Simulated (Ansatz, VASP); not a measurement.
# One calculation of Mo, two programs

```
Mo
1.0
    -0.02015    2.00493    2.00493
     2.00493   -0.02015    2.00493
     2.00493    2.00493   -0.02015
Mo
1
Direct
  0.00000 0.00000 0.00000
```

Change from the starting cell: equal xy, yz and zx shear strains of -1 %, crystal datasets.

Alike in both runs: task electric field gradients; functional PBE; k mesh 17 × 17 × 17; occupations fermi-dirac, width 0.08 eV; no spin polarisation.

|  | VASP | Ansatz |
| --- | --- | --- |
| version | VASP 6.6.1 | Ansatz 0.2.0 |
| potentials or method | VASP PAW PBE potentials, release 64 (Mo_sv), cutoff 520 eV | all-electron PAW with datasets made for the crystal, scalar-relativistic |

VASP gave:

| Property | Result |
| --- | --- |
| pressure (GPa) | -4.1 |
| traceless stress, the component that is largest in VASP (GPa) | -0.47 |
| size of Vzz on the site where it differs most (V/Å²) | 0.9 |

Task: Estimate Ansatz's values.

Result: Pressure (GPa): -4.5; traceless stress, the component that is largest in VASP (GPa): -0.49; size of Vzz on the site where it differs most (V/Å²): 0.4.

Ansatz ran all-electron here, and VASP with PAW potentials.
